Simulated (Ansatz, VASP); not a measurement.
# Zr: VASP beside Ansatz

File POSCAR:

```
Zr
1.0
    5.7542859044      0.0000000000      0.0000000000
    0.0000000000      5.7542859044      0.0000000000
    0.0000000000      0.0000000000      5.7542859044
Zr
8
Direct
    0.5000000000      0.5000000000      0.5000000000
    0.0000000000      0.0000000000      0.0000000000
    0.2500000000      0.0000000000      0.5000000000
    0.5000000000      0.2500000000      0.0000000000
    0.5000000000      0.7500000000      0.0000000000
    0.7500000000      0.0000000000      0.5000000000
    0.0000000000      0.5000000000      0.7500000000
    0.0000000000      0.5000000000      0.2500000000
```

File INCAR.step1:

```
SYSTEM = Zr
PREC     = Accurate       ! precision mode
ENCUT    = 520            ! plane-wave cutoff, eV
ISMEAR   = 0              ! smearing method
SIGMA    = 0.1            ! smearing width, eV
LREAL    = .False.        ! projectors in reciprocal space
LASPH    = .True.         ! aspherical terms in the spheres
NELM     = 60             ! most SCF steps
NBANDS   = 58             ! bands
GGA      = PE             ! functional
ALGO     = Normal         ! electronic algorithm
EDIFF    = 1E-4           ! SCF threshold, eV
LWAVE    = .True.         ! write WAVECAR
LCHARG   = .False.        ! write CHGCAR
```

Contents of INCAR.step2:

```
SYSTEM = Zr
PREC     = Accurate       ! precision mode
ENCUT    = 520            ! plane-wave cutoff, eV
EDIFF    = 1E-6           ! SCF threshold, eV
ISMEAR   = 0              ! smearing method
SIGMA    = 0.1            ! smearing width, eV
LREAL    = .False.        ! projectors in reciprocal space
LASPH    = .True.         ! aspherical terms in the spheres
NELM     = 60             ! most SCF steps
ALGO     = Normal         ! electronic algorithm
ISIF     = 2              ! what is computed and relaxed
LWAVE    = .False.        ! write WAVECAR
LCHARG   = .False.        ! write CHGCAR
METAGGA  = R2SCAN         ! meta-GGA
LMIXTAU  = .True.       
NBANDS   = 58             ! bands
ISTART   = 1
```

The input KPOINTS:

```
regular mesh
0
Gamma
  4 4 4
  0 0 0
```

Input for Ansatz:

```yaml
crystal:
  lattice:
    - [5.7542859044, 0.0, 0.0]
    - [0.0, 5.7542859044, 0.0]
    - [0.0, 0.0, 5.7542859044]
  atoms:
    - { symbol: Zr, position: [0.5, 0.5, 0.5] }
    - { symbol: Zr, position: [0.0, 0.0, 0.0] }
    - { symbol: Zr, position: [0.25, 0.0, 0.5] }
    - { symbol: Zr, position: [0.5, 0.25, 0.0] }
    - { symbol: Zr, position: [0.5, 0.75, 0.0] }
    - { symbol: Zr, position: [0.75, 0.0, 0.5] }
    - { symbol: Zr, position: [0.0, 0.5, 0.75] }
    - { symbol: Zr, position: [0.0, 0.5, 0.25] }
basis:
  ecutwfc: 500
kpoints:
  mp_grid: { grid: [4, 4, 4] }
hamiltonian:
  xc: r2scan
scf:
  occupations: { method: gaussian, width: 0.1 }
  lower_state_search: "off"
output:
  forces: true
  stress: true
  eigenvalues: true
```

Alike in both runs: task single point; functional r2SCAN; k mesh 4 × 4 × 4; occupations gaussian, width 0.1 eV; no spin polarisation.

|  | VASP | Ansatz |
| --- | --- | --- |
| version | VASP 6.6.1 | Ansatz 0.2.0 |
| potentials or method | VASP PAW PBE potentials, release 64 (Zr_sv), cutoff 520 eV | scalar-relativistic, plane waves, PAW |
| valence electrons in the cell | 96 | 96 |

|  | VASP | Ansatz | Ansatz less VASP |
| --- | --- | --- | --- |
| gap on the k mesh at the Fermi level (eV) | none | none | - |
| pressure (GPa) | -2.8 | -2.8 | -0.02 |

VASP's potentials were made for PBE, not for r2SCAN. A gap of «none» marks a metal or a gap that the smearing closes.
